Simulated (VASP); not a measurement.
A run of VASP 6.6.1 is set up as follows.

Contents of INCAR:

```
PREC = Accurate ; ENCUT = 520
EDIFF = 1E-7 ; ISMEAR = 0
SIGMA = 0.02 ; LREAL = F
LASPH = T ; NELM = 60
ALGO = Normal ; ISIF = 2
LWAVE = F ; LCHARG = F
GGA = PE ; NBANDS = 35
```

KPOINTS

```
Automatic mesh
0
Gamma
  12 12 4
```

POSCAR

```
WS2
1.0
    3.1799996605      0.0000000000      0.0000000000
   -1.5899998303      2.7539604900      0.0000000000
    0.0000000000      0.0000000000     12.5000000000
W S
2 4
Direct
    0.3333333333      0.6666666667      0.2500000000
    0.6666666667      0.3333333333      0.7500000000
    0.3333333333      0.6666666667      0.6272000000
    0.6666666667      0.3333333333      0.1200000000
    0.3333333333      0.6666666667      0.8800000000
    0.6666666667      0.3333333333      0.3800000000
```

Potentials or basis: VASP PAW PBE potentials, release 64 (W_sv, S).

Command:

```sh
$ cat potpaw_PBE.64/W_sv/POTCAR potpaw_PBE.64/S/POTCAR > POTCAR
$ mpirun -np 1 vasp_std > vasp.out
```

Problem. What does it give for the largest force?

Solution. 1.394 eV/Å.

Problem. Estimate the band gap on the k mesh.

Solution. 1.00 eV (least direct gap 1.72 eV).

Forces in eV/Å, atoms in the order of the input:
```
W    0.000  0.000  0.005
W    0.000  0.000  1.394
S    0.000  0.000 -0.517
S    0.000  0.000  1.056
S    0.000  0.000 -0.908
S    0.000  0.000 -1.029
```

Caveat: the cell differs from its parent crystal (one atom moved); spin-orbit coupling is left out, which moves the levels of the heavy elements; forces of over 1 eV/Å act on the atoms, so gaps and moduli don't describe the material at rest. A k mesh can miss the band edges.
